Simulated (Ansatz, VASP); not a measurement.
This is a calculation of YTi for Ansatz 0.2.0.

The input input.yaml:

```yaml
crystal:
  lattice:
    - [3.56666088, 0.0, 0.0]
    - [0.0, 3.56666088, 0.0]
    - [0.0, 0.0, 3.56666088]
  atoms:
    - { symbol: "Y", position: [0.5, 0.5, 0.5] }
    - { symbol: Ti, position: [0.0, 0.0, 0.0] }
kpoints:
  mp_grid: { grid: [8, 8, 8] }
scf:
  occupations: { method: fermi_dirac, width: 0.05 }
hamiltonian:
  xc: pbe
  pseudopotentials: { kind: all_electron, lapw: { basis_error: 0.0005 } }
output:
  forces: true
  stress: true
  eigenvalues: true
```

Potentials or basis: all-electron LAPW, scalar-relativistic.

The run is started by

```sh
$ ansatz run input.yaml --threads 1 --pin off --max-ram 3072MiB --backend cpu --events-out ev --progress --plain --runs-dir out
```

Set up the same calculation for VASP 6.6.1. Potentials there: VASP PAW PBE potentials, release 64 (Y_sv, Ti_sv).

As run (the cutoff follows the program's own potentials):

Contents of INCAR:

```
PREC     = Accurate       # precision mode
ENCUT    = 520            # plane-wave cutoff, eV
EDIFF    = 1E-7           # SCF threshold, eV
ISMEAR   = -1             # smearing method
SIGMA    = 0.05           # smearing width, eV
LREAL    = False          # projectors in reciprocal space
LASPH    = True           # aspherical terms in the spheres
NELM     = 100            # most SCF steps
ALGO     = Normal         # electronic algorithm
ISIF     = 2              # what is computed and relaxed
LWAVE    = False          # write WAVECAR
LCHARG   = False          # write CHGCAR
GGA      = PE             # functional
NBANDS   = 18             # bands
```

KPOINTS

```
Automatic mesh
0
Gamma
  8 8 8
```

The input POSCAR:

```
YTi
1.0
    3.5666608800      0.0000000000      0.0000000000
    0.0000000000      3.5666608800      0.0000000000
    0.0000000000      0.0000000000      3.5666608800
Y Ti
1 1
Direct
    0.5000000000      0.5000000000      0.5000000000
    0.0000000000      0.0000000000      0.0000000000
```

Potentials or basis: VASP PAW PBE potentials, release 64 (Y_sv, Ti_sv).

Launch:

```bash
$ cat potpaw_PBE.64/Y_sv/POTCAR potpaw_PBE.64/Ti_sv/POTCAR > POTCAR
$ mpirun -np 1 vasp_std > vasp.out
```

Both were run:

|  | VASP | Ansatz | Ansatz less VASP |
| --- | --- | --- | --- |
| gap on the k mesh at the Fermi level (eV) | none | none | - |
| pressure (GPa) | 3.4 | 3.6 | +0.20 |

A gap of «none» marks a metal or a gap that the smearing closes. Ansatz ran all-electron here, and VASP with PAW potentials.
